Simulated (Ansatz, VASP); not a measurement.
This is a calculation of InSe for Ansatz 0.2.0.

input.yaml

```yaml
crystal:
  lattice:
    - [2.0263188076, 1.1698957091, 8.5510653682]
    - [-2.0263188076, 1.1698957091, 8.5510653682]
    - [0.0, -2.3397914182, 8.5510653682]
  atoms:
    - { symbol: In, position: [0.8886, 0.8886, 0.8886] }
    - { symbol: In, position: [0.0, 0.0, 0.0] }
    - { symbol: Se, position: [0.1719, 0.1719, 0.1719] }
    - { symbol: Se, position: [0.3835, 0.3835, 0.3835] }
hamiltonian:
  xc: lda
  pseudopotentials: { kind: paw }
kpoints:
  mp_grid: { grid: [8, 8, 8] }
scf:
  occupations: { method: fermi_dirac, width: 0.05 }
output:
  forces: true
  stress: true
  eigenvalues: true
```

Potentials or basis: Ansatz PAW.

Command:

```sh
$ ansatz run input.yaml --threads 2 --pin off --max-ram 5632MiB --backend cpu --events-out ev --progress --plain --runs-dir out
```

Translate it to VASP 6.6.1. Potentials there: VASP PAW LDA potentials, release 64 (In_d, Se).

As run (the cutoff follows the program's own potentials):

Contents of INCAR:

```
SYSTEM = InSe
PREC = Accurate
ENCUT = 520
EDIFF = 1E-6
ISMEAR = -1
SIGMA = 0.05
LREAL = .FALSE.
LASPH = .TRUE.
NELM = 60
ALGO = Normal
ISIF = 2
LWAVE = .FALSE.
LCHARG = .FALSE.
NBANDS = 27
```

KPOINTS

```
Automatic mesh
0
G
  8 8 8
  0 0 0
```

The input POSCAR:

```
InSe
1.0
    2.0263188076      1.1698957091      8.5510653682
   -2.0263188076      1.1698957091      8.5510653682
    0.0000000000     -2.3397914182      8.5510653682
In Se
2 2
Direct
    0.8886000000      0.8886000000      0.8886000000
    0.0000000000      0.0000000000      0.0000000000
    0.1719000000      0.1719000000      0.1719000000
    0.3835000000      0.3835000000      0.3835000000
```

Potentials or basis: VASP PAW LDA potentials, release 64 (In_d, Se).

Command:

```bash
$ cat potpaw_LDA.64/In_d/POTCAR potpaw_LDA.64/Se/POTCAR > POTCAR
$ mpirun -np 1 vasp_std > vasp.out
```

Both were run:

|  | VASP | Ansatz | Ansatz less VASP |
| --- | --- | --- | --- |
| gap on the k mesh at the Fermi level (eV) | 0.14 | 0.13 | -0.010 |
| least direct gap on the mesh (eV) | 0.14 | 0.13 | -0.010 |
| pressure (GPa) | -3.1 | -3.2 | -0.10 |
| traceless stress, the component that is largest in VASP (GPa) | -0.64 | -0.65 | -0.011 |
| rms of the force components (eV/Å) | 0.134 | 0.142 | +0.0081 |

LDA's correlation is that of Perdew and Zunger in VASP and of Perdew and Wang (1992) in Ansatz. Atom by atom the forces differ by 0.011 eV/Å (rms over components). VASP's potentials hold 38 valence electrons a cell and Ansatz's 58, so a difference there can come from the potentials and not from the codes.
